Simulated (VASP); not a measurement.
# AlRu in VASP: notebook

AlRu is run at these levels: PBEsol; tasks: single point.

All numbers are computed with VASP 6.6.1; they aren't measurements. Logs are shortened: lines on timing, memory, paths and dates and some standing lists are left out, and cuts for length are marked.

### 1 The cell of the first run

The cell holds a wire or tube with vacuum around it, 12 atoms: a = 13.900 Å, b = 13.500 Å, c = 4.784 Å, α = 90.00°, β = 90.00°, γ = 90.00°.

### 2 Single point, PBEsol

File INCAR:

```
  PREC = Accurate
  ENCUT = 520
  EDIFF = 1E-6
  ISMEAR = 0
  SIGMA = 0.05
  LREAL = F
  LASPH = T
  NELM = 100
  ALGO = Normal
  ISIF = 2
  LWAVE = F
  LCHARG = T
  GGA = PS
  LELF = T
  LVHAR = T
  NBANDS = 63
```

File KPOINTS:

```
Automatic mesh
0
Gamma
  1 1 11
```

File POSCAR:

```
AlRu
1.0
   13.9000000000      0.0000000000      0.0000000000
    0.0000000000     13.5000000000      0.0000000000
    0.0000000000      0.0000000000      4.7835705493
Al Ru
6 6
Direct
    0.3287806256      0.3226124668      0.0549214856
    0.6261290714      0.5332587565     -0.0076885691
    0.5000000000      0.2995692989      0.3333333333
    0.5000000000      0.6624912834      0.3333333333
    0.3738709286      0.5332587565      0.6743552358
    0.6712193744      0.3226124668      0.6117451811
    0.4326648179      0.4848078228      0.1755042449
    0.3492355315      0.3623562410      0.5533618320
    0.6507644685      0.3623562410      0.1133048347
    0.5673351821      0.4848078228      0.4911624217
    0.5000000000      0.3714758572      0.8333333333
    0.5000000000      0.6367964961      0.8333333333
```

Potentials or basis: VASP PAW PBE potentials, release 64 (Al, Ru_pv).

Launch:

```bash
$ cat potpaw_PBE.64/Al/POTCAR potpaw_PBE.64/Ru_pv/POTCAR > POTCAR
$ mpirun -np 1 vasp_std > vasp.out
```

OUTCAR:

```text
PREC = Accurate
   ENCUT = 520
   EDIFF = 1E-6
   ISMEAR = 0
   LREAL = F
   LASPH = T
   NELM = 100
   ISIF = 2
   GGA = PS

 ion  position               nearest neighbor table
   1  0.329  0.323  0.055-   8 2.46   8 2.47   7 2.69  11 2.69   3 2.74
   2  0.626  0.533  0.992-  12 2.37   9 2.40  10 2.61  10 2.62  11 2.90   7 2.90   4 2.96
   3  0.500  0.300  0.333-   9 2.49   8 2.49  11 2.58  11 2.58   1 2.74   6 2.74   7 2.77  10 2.77

   4  0.500  0.662  0.333-  12 2.42  12 2.42   7 2.68  10 2.68   2 2.96   5 2.96
   5  0.374  0.533  0.674-  12 2.37   8 2.40   7 2.61   7 2.62  11 2.90  10 2.90   4 2.96
   6  0.671  0.323  0.612-   9 2.46   9 2.47  10 2.69  11 2.69   3 2.74
   7  0.433  0.485  0.176-  10 2.41  11 2.43   5 2.61   5 2.62   4 2.68   1 2.69   8 2.71   3 2.77
                            12 2.79   2 2.90
   8  0.349  0.362  0.553-   5 2.40   1 2.46   1 2.47  11 2.49   3 2.49   7 2.71
   9  0.651  0.362  0.113-   2 2.40   6 2.46   6 2.47  11 2.49   3 2.49  10 2.71
  10  0.567  0.485  0.491-   7 2.41  11 2.43   2 2.61   2 2.62   4 2.68   6 2.69   9 2.71   3 2.77
                            12 2.79   5 2.90
  11  0.500  0.371  0.833-   7 2.43  10 2.43   8 2.49   9 2.49   3 2.58   3 2.58   6 2.69   1 2.69
                             5 2.90   2 2.90
  12  0.500  0.637  0.833-   5 2.37   2 2.37   4 2.42   4 2.42  10 2.79   7 2.79

  LATTYP: Found a simple orthorhombic cell.
 ALAT       =     4.7835705493
 B/A-ratio  =     2.8221596945
 C/A-ratio  =     2.9057792410

  Lattice vectors:

 A1 = (   0.0000000000,   0.0000000000,  -4.7835705493)
 A2 = (   0.0000000000,  13.5000000000,   0.0000000000)
 A3 = (  13.9000000000,   0.0000000000,   0.0000000000)

Analysis of symmetry for initial positions (statically):
=====================================================================
 Subroutine PRICEL returns:
 Original cell was already a primitive cell.

 Routine SETGRP: Setting up the symmetry group for a
 simple orthorhombic supercell.

 Subroutine GETGRP returns: Found  2 space group operations
 (whereof  1 operations were pure point group operations)
 out of a pool of  8 trial point group operations.

The static configuration has the point symmetry C_1 .
 The point group associated with its full space group is C_2 .

Analysis of symmetry for dynamics (positions and initial velocities):
=====================================================================
 Subroutine PRICEL returns:
 Original cell was already a primitive cell.

 Routine SETGRP: Setting up the symmetry group for a
 simple orthorhombic supercell.

 Subroutine GETGRP returns: Found  2 space group operations
 (whereof  1 operations were pure point group operations)
 out of a pool of  8 trial point group operations.

The dynamic configuration has the point symmetry C_1 .
 The point group associated with its full space group is C_2 .

 Subroutine INISYM returns: Found  2 space group operations
 (whereof  1 operations are pure point group operations),
 and found     1 'primitive' translations

----------------------------------------------------------------------------------------

                                     Primitive cell

  volume of cell :     897.6370

  direct lattice vectors                    reciprocal lattice vectors
    13.900000000  0.000000000  0.000000000     0.071942446  0.000000000  0.000000000
     0.000000000 13.500000000  0.000000000     0.000000000  0.074074074  0.000000000
     0.000000000  0.000000000  4.783570549     0.000000000  0.000000000  0.209048866

  length of vectors
    13.900000000 13.500000000  4.783570549     0.071942446  0.074074074  0.209048866

  position of ions in fractional coordinates (direct lattice)
     0.328780626  0.322612467  0.054921486
     0.626129071  0.533258756  0.992311431
     0.500000000  0.299569299  0.333333333
     0.500000000  0.662491283  0.333333333
     0.373870929  0.533258756  0.674355236
     0.671219374  0.322612467  0.611745181
     0.432664818  0.484807823  0.175504245
     0.349235531  0.362356241  0.553361832
     0.650764469  0.362356241  0.113304835
     0.567335182  0.484807823  0.491162422
     0.500000000  0.371475857  0.833333333
     0.500000000  0.636796496  0.833333333

  ion indices of the primitive-cell ions
   primitive index   ion index
                 1           1
                 2           2
                 3           3
                 4           4
                 5           5
                 6           6
                 7           7
                 8           8
                 9           9
                10          10
                11          11
                12          12

----------------------------------------------------------------------------------------

 KPOINTS: Automatic mesh

Automatic generation of k-mesh.
 Grid dimensions read from file:
 generate k-points for:    1    1   11

 Generating k-lattice:

  Cartesian coordinates                     Fractional coordinates (reciprocal lattice)
     0.071942446  0.000000000  0.000000000     1.000000000  0.000000000  0.000000000
     0.000000000  0.074074074  0.000000000     0.000000000  1.000000000  0.000000000
     0.000000000  0.000000000  0.019004442     0.000000000  0.000000000  0.090909091

  Length of vectors
     0.071942446  0.074074074  0.019004442

  Shift w.r.t. Gamma in fractional coordinates (k-lattice)
     0.000000000  0.000000000  0.000000000

 Subroutine IBZKPT returns following result:
 ===========================================

 Found      6 irreducible k-points:

 Following reciprocal coordinates:
            Coordinates               Weight
  0.000000  0.000000  0.000000      1.000000
  0.000000  0.000000  0.090909      2.000000
  0.000000  0.000000  0.181818      2.000000
  0.000000  0.000000  0.272727      2.000000
  0.000000  0.000000  0.363636      2.000000
  0.000000  0.000000  0.454545      2.000000
   k-points           NKPTS =      6   k-points in BZ     NKDIM =      6   number of bands    NBANDS=     63
   number of dos      NEDOS =    301   number of ions     NIONS =     12
   total plane-waves  NPLWV = 388800
   dimension x,y,z NGX =   108 NGY =  100 NGZ =   36
   dimension x,y,z NGXF=   216 NGYF=  200 NGZF=   72
   ions per type =               6   6
   NGX,Y,Z   is equivalent  to a cutoff of  12.92, 12.31, 12.51 a.u.
   NGXF,Y,Z  is equivalent  to a cutoff of  25.83, 24.63, 25.02 a.u.
 SYSTEM =  unknown system
   PREC   = accura    normal or accurate (medium, high low for compatibility)
   ISTART =      0    job   : 0-new  1-cont  2-samecut
   ICHARG =      2    charge: 1-file 2-atom 10-const
   ISPIN  =      1    spin polarized calculation?
   LNONCOLLINEAR =      F non collinear calculations
   LSORBIT =      F    spin-orbit coupling
   LASPH  =      T    aspherical Exc in radial PAW
   ENCUT  =  520.0 eV  38.22 Ry    6.18 a.u.  25.84 25.10  8.89*2*pi/ulx,y,z
   NELM   =    100;   NELMIN=  2; NELMDL= -5     # of ELM steps
   EDIFF  = 0.1E-05   stopping-criterion for ELM
   LREAL  =      F    real-space projection
   EDIFFG = 0.1E-04   stopping-criterion for IOM
   NSW    =      0    number of steps for IOM
   IBRION =     -1    ionic relax: 0-MD 1-quasi-New 2-CG
   NFREE  =      0    steps in history (QN), initial steepest desc. (CG)
   ISIF   =      2    stress and relaxation
   ISYM   =      2    0-nonsym 1-usesym 2-fastsym
   POTIM  = 0.5000    time-step for ionic-motion
   TEBEG  =    0.0;   TEEND  =   0.0 temperature during run
   PSTRESS=    0.0 pullay stress
   NELECT =     102.0000    total number of electrons
   NUPDOWN=      -1.0000    fix difference up-down
   EMIN   =  10.00;   EMAX   =-10.00  energy-range for DOS
   EFERMI =   0.00;   METHOD = LEGACY
   ISMEAR =     0;   SIGMA  =   0.05  broadening in eV -4-tet -1-fermi 0-gaus
   EFERMI_NEDOS =   21; number of points for ismear=-14 and -15
   IALGO  =     38    algorithm
   IMIX   =      4    mixing-type and parameters
     AMIX     =   0.40;   BMIX     =  1.00
     AMIX_MAG =   1.60;   BMIX_MAG =  1.00
  volume/ion in A,a.u.               =      74.80       504.80
  Fermi-wavevector in a.u.,A,eV,Ry     =   0.792942  1.498443  8.554754  0.628757
  Thomas-Fermi vector in A             =   1.898780
   LORBIT       =      0    0 simple, 1 ext, 2 COOP (PROOUT), +10 PAW based schemes
   GGA     = PS    functional components
   LHFCALC =     F    Hartree Fock is set to
   AEXX    =    0.0000 exact exchange contribution
   IVDW    =     0    specifies the selected vdW correction
   LEPSILON=     F    determine dielectric tensor
   LRPA    =     F    only Hartree local field effects (RPA)
 non-spin polarized calculation
 Gauss-broadening in eV      SIGMA  =   0.05
  energy-cutoff  :      520.00
  volume of cell :      897.64
 maximum number of plane-waves:     24200
 NGX is ok and might be reduce to   108
   NGX = 51   NGY = 51   NGZ = 17

 number of electron     101.9999988 magnetization

 Free energy of the ion-electron system (eV)
  ---------------------------------------------------
  ext. energy  EPLUGINS =         0.00000000
  ---------------------------------------------------
  free energy    TOTEN  =       -74.78372481 eV

  energy without entropy =      -74.77002176  energy(sigma->0) =      -74.77687328

 E-fermi :  -1.5859     XC(G=0):  -3.6886

 val. band max:       -1.6120482546   @ k =   0.0000   0.0000   0.2727
 cond. band min:      -1.5565387075   @ k =   0.0000   0.0000   0.2727
 fundamental gap:      0.0555095470
 Fermi energy:        -1.5858507959

 k-point     1 :       0.0000    0.0000    0.0000
  band No.  band energies     occupation
      1     -44.9285      2.00000
      2     -44.8895      2.00000
      3     -44.7690      2.00000
      4     -44.6529      2.00000
      5     -44.1564      2.00000
      6     -44.1522      2.00000
[... 385 lines left out ...]
     62       0.9364      0.00000
     63       1.0051      0.00000

------------------------ aborting loop because EDIFF is reached ----------------------------------------

  FORCE on cell =-STRESS in cart. coord.  units (eV):
  Direction    XX          YY          ZZ          XY          YZ          ZX
  --------------------------------------------------------------------------------------
  -------------------------------------------------------------------------------------
  Total        0.1268404      0.0283866      0.1486696      0.0000000      0.0000000      0.0423064
  in kB        0.2263953      0.0506668      0.2653579      0.0000000      0.0000000      0.0755120
  external PRESSURE =       0.1808067 kB  Pullay stress =       0.0000000 kB

 VOLUME and BASIS-vectors are now :
 -----------------------------------------------------------------------------
  energy-cutoff  :      520.00
  volume of cell :      897.64
      direct lattice vectors                 reciprocal lattice vectors
    13.900000000  0.000000000  0.000000000     0.071942446  0.000000000  0.000000000
     0.000000000 13.500000000  0.000000000     0.000000000  0.074074074  0.000000000
     0.000000000  0.000000000  4.783570549     0.000000000  0.000000000  0.209048866

 POSITION                                       TOTAL-FORCE (eV/Angst)
 -----------------------------------------------------------------------------------
      4.57005      4.35527      0.26272        -0.007875      0.000761     -0.002626
      8.70319      7.19899      4.74679         0.010533      0.002970      0.000717
      6.95000      4.04419      1.59452         0.000000     -0.005813      0.000000
      6.95000      8.94363      1.59452         0.000000     -0.013843      0.000000
      5.19681      7.19899      3.22583        -0.010533      0.002970     -0.000717
      9.32995      4.35527      2.92633         0.007875      0.000761      0.002626
      6.01404      6.54491      0.83954        -0.040575      0.027736     -0.010132
      4.85437      4.89181      2.64705        -0.017432     -0.015300     -0.002395
      9.04563      4.89181      0.54200         0.017432     -0.015300      0.002395
      7.88596      6.54491      2.34951         0.040575      0.027736      0.010132
      6.95000      5.01492      3.98631         0.000000     -0.036772      0.000000
      6.95000      8.59675      3.98631         0.000000      0.024095      0.000000
 -----------------------------------------------------------------------------------
    total drift:                               -0.000000     -0.001031      0.000001

  FREE ENERGIE OF THE ION-ELECTRON SYSTEM (eV)
  ---------------------------------------------------
  free  energy   TOTEN  =       -74.7837248052 eV

  energy  without entropy=      -74.7700217646  energy(sigma->0) =      -74.77687328
```

Run time: 13 min. Hardware: 1 thread of Intel Xeon Platinum 8488C (Sapphire Rapids), shared host; peak memory 0.83 GiB.

What came out:

```yaml
Free_energy: -74.7837 eV
Largest_force: 0.050 eV/Å
```

Forces on the atoms (eV/Å):
```
Al  -0.008  0.001 -0.003
Al   0.011  0.003  0.001
Al   0.000 -0.006  0.000
Al   0.000 -0.014  0.000
Al  -0.011  0.003 -0.001
Al   0.008  0.001  0.003
Ru  -0.041  0.028 -0.010
Ru  -0.017 -0.015 -0.002
Ru   0.017 -0.015  0.002
Ru   0.041  0.028  0.010
Ru   0.000 -0.037  0.000
Ru   0.000  0.024  0.000
```

Caveat: the PAW data sets were made with another functional, which shifts forces and pressure a little.

[end of part 1 of 2]
